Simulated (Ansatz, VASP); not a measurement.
Given: the input of a run of VASP 6.6.1 on Co.

Contents of POSCAR:

```
Co
1.0
    2.4539803297      0.0000000000      0.0000000000
   -1.2269901649      2.1252093060      0.0000000000
    0.0000000000      0.0000000000      8.0339487160
Co
4
Direct
    0.6666666667      0.3333333333      0.7500000000
    0.0000000000      0.0000000000      0.5000000000
    0.3333333333      0.6666666667      0.2500000000
    0.0000000000      0.0000000000      0.0000000000
```

Contents of INCAR.step1:

```
SYSTEM = Co
PREC     = Accurate       ! precision mode
ENCUT    = 520            ! plane-wave cutoff, eV
ISMEAR   = -1             ! smearing method
SIGMA    = 0.05           ! smearing width, eV
LREAL    = .FALSE.        ! projectors in reciprocal space
LASPH    = .TRUE.         ! aspherical terms in the spheres
NELM     = 150            ! most SCF steps
ISPIN    = 2              ! spin polarisation
MAGMOM   = 2 2 2 2        ! initial moments
LMAXMIX  = 4              ! l up to which the mixer works
NBANDS   = 30             ! bands
GGA      = PE             ! functional
ALGO     = Normal         ! electronic algorithm
EDIFF    = 1E-4           ! SCF threshold, eV
LWAVE    = .TRUE.         ! write WAVECAR
LCHARG   = .FALSE.        ! write CHGCAR
```

The input INCAR.step2:

```
SYSTEM = Co
PREC     = Accurate       ! precision mode
ENCUT    = 520            ! plane-wave cutoff, eV
EDIFF    = 1E-6           ! SCF threshold, eV
ISMEAR   = -1             ! smearing method
SIGMA    = 0.05           ! smearing width, eV
LREAL    = .FALSE.        ! projectors in reciprocal space
LASPH    = .TRUE.         ! aspherical terms in the spheres
NELM     = 150            ! most SCF steps
ALGO     = Normal         ! electronic algorithm
ISIF     = 2              ! what is computed and relaxed
LWAVE    = .FALSE.        ! write WAVECAR
LCHARG   = .FALSE.        ! write CHGCAR
ISPIN    = 2              ! spin polarisation
MAGMOM   = 2 2 2 2        ! initial moments
LORBIT   = 11             ! projections on sites
LMAXMIX  = 4              ! l up to which the mixer works
METAGGA  = R2SCAN         ! meta-GGA
LMIXTAU  = .TRUE.       
NBANDS   = 30             ! bands
ISTART   = 1
```

KPOINTS

```
regular mesh
0
G
  12 12 4
  0 0 0
```

Potentials or basis: VASP PAW PBE potentials, release 64 (Co).

Run with:

```bash
$ cat potpaw_PBE.64/Co/POTCAR > POTCAR
$ cp INCAR.step1 INCAR
$ mpirun -np 1 vasp_std > vasp.out
$ cp INCAR.step2 INCAR
$ mpirun -np 1 vasp_std > vasp.out
```

Q: Translate it to Ansatz 0.2.0. Potentials there: Ansatz PAW.

A: As run (the cutoff follows the program's own potentials):

Contents of input.yaml:

```yaml
crystal:
  lattice:
    - [2.4539803297, 0.0, 0.0]
    - [-1.2269901649, 2.125209306, 0.0]
    - [0.0, 0.0, 8.033948716]
  atoms:
    - { symbol: Co, position: [0.6666666667, 0.3333333333, 0.75], spin: 2.0 }
    - { symbol: Co, position: [0.0, 0.0, 0.5], spin: 2.0 }
    - { symbol: Co, position: [0.3333333333, 0.6666666667, 0.25], spin: 2.0 }
    - { symbol: Co, position: [0.0, 0.0, 0.0], spin: 2.0 }
hamiltonian:
  xc: r2scan
  pseudopotentials: { kind: paw }
magnetization:
  spin_polarized: true
kpoints:
  mp_grid: { grid: [12, 12, 4] }
scf:
  occupations: { method: fermi_dirac, width: 0.05 }
output:
  forces: true
  stress: true
  eigenvalues: true
```

Potentials or basis: Ansatz PAW.

Command:

```console
$ ansatz run input.yaml --threads 2 --pin off --max-ram 5120MiB --backend cpu --events-out ev --progress --plain --runs-dir out
```

Both were run:

|  | VASP | Ansatz | Ansatz less VASP |
| --- | --- | --- | --- |
| gap on the k mesh at the Fermi level (eV) | none | none | - |
| pressure (GPa) | 4.6 | 4.6 | -0.01 |
| traceless stress, the component that is largest in VASP (GPa) | -0.52 | -0.51 | +0.009 |
| net moment per atom (μB) | 1.76 | 1.76 | +0.004 |
| size of the moment on the site where the two differ most (μB) | 1.83 | 1.90 | +0.078 |

VASP's potentials were made for PBE, not for r2SCAN. Site moments also hang on the region over which each program counts them. A gap of «none» marks a metal or a gap that the smearing closes. The functional is the same, so the differences come from potentials, cutoffs and numerics. VASP's potentials hold 36 valence electrons a cell and Ansatz's 68, so a difference there can come from the potentials and not from the codes.

Noted on Ansatz's run: the magnetic or orbital state may not be the lowest.
